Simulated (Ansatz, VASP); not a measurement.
# Two plane-wave programs on SnSe

Contents of INCAR:

```
SYSTEM = SnSe
PREC     = Accurate       ! precision mode
ENCUT    = 520            ! plane-wave cutoff, eV
EDIFF    = 1E-7           ! SCF threshold, eV
ISMEAR   = 0              ! smearing method
SIGMA    = 0.05           ! smearing width, eV
LREAL    = .False.        ! projectors in reciprocal space
LASPH    = .True.         ! aspherical terms in the spheres
NELM     = 80             ! most SCF steps
ALGO     = Normal         ! electronic algorithm
ISIF     = 2              ! what is computed and relaxed
LWAVE    = .False.        ! write WAVECAR
LCHARG   = .False.        ! write CHGCAR
NBANDS   = 17             ! bands
```

Contents of KPOINTS:

```
regular mesh
0
Gamma
  8 8 8
  0 0 0
```

Contents of POSCAR:

```
SnSe
1.0
    0.0000000000      3.0055807255      2.9466477701
    2.8877148147      0.0000000000      2.9466477701
    2.8877148147      3.0055807255      0.0000000000
Sn Se
1 1
Direct
    0.0000000000      0.0000000000      0.0000000000
    0.5000000000      0.5000000000      0.5000000000
```

Input for Ansatz:

```yaml
crystal:
  lattice:
    - [0.0, 3.0055807255, 2.9466477701]
    - [2.8877148147, 0.0, 2.9466477701]
    - [2.8877148147, 3.0055807255, 0.0]
  atoms:
    - { symbol: Sn, position: [0.0, 0.0, 0.0] }
    - { symbol: Se, position: [0.5, 0.5, 0.5] }
basis:
  ecutwfc: 420
kpoints:
  mp_grid: { grid: [8, 8, 8] }
hamiltonian:
  xc: lda
scf:
  occupations: { method: gaussian, width: 0.05 }
output:
  forces: true
  stress: true
  eigenvalues: true
```

Change from the starting cell: strain -0.0200 x Voigt [1, -1, 0, 0, 0, 0], atoms carried along.

Alike in both runs: task single point; functional LDA; k mesh 8 × 8 × 8; occupations gaussian, width 0.05 eV; no spin polarisation.

|  | VASP | Ansatz |
| --- | --- | --- |
| version | VASP 6.6.1 | Ansatz 0.2.0 |
| potentials or method | VASP PAW LDA potentials, release 64 (Sn_d, Se), cutoff 520 eV | scalar-relativistic, plane waves, PAW |
| valence electrons in the cell | 20 | 30 |

VASP gave:

```
gap on the k mesh at the Fermi level (eV)                     : 0.70
least direct gap on the mesh (eV)                             : 0.78
pressure (GPa)                                                : 0.3
traceless stress, the component that is largest in VASP (GPa) : 3.04
```

Problem. Which values does Ansatz return?

Solution. gap on the k mesh at the Fermi level (eV): 0.71; least direct gap on the mesh (eV): 0.78; pressure (GPa): 0.2; traceless stress, the component that is largest in VASP (GPa): 3.01.

LDA's correlation is that of Perdew and Zunger in VASP and of Perdew and Wang (1992) in Ansatz. VASP's potentials hold 20 valence electrons a cell and Ansatz's 30, so a difference there can come from the potentials and not from the codes.
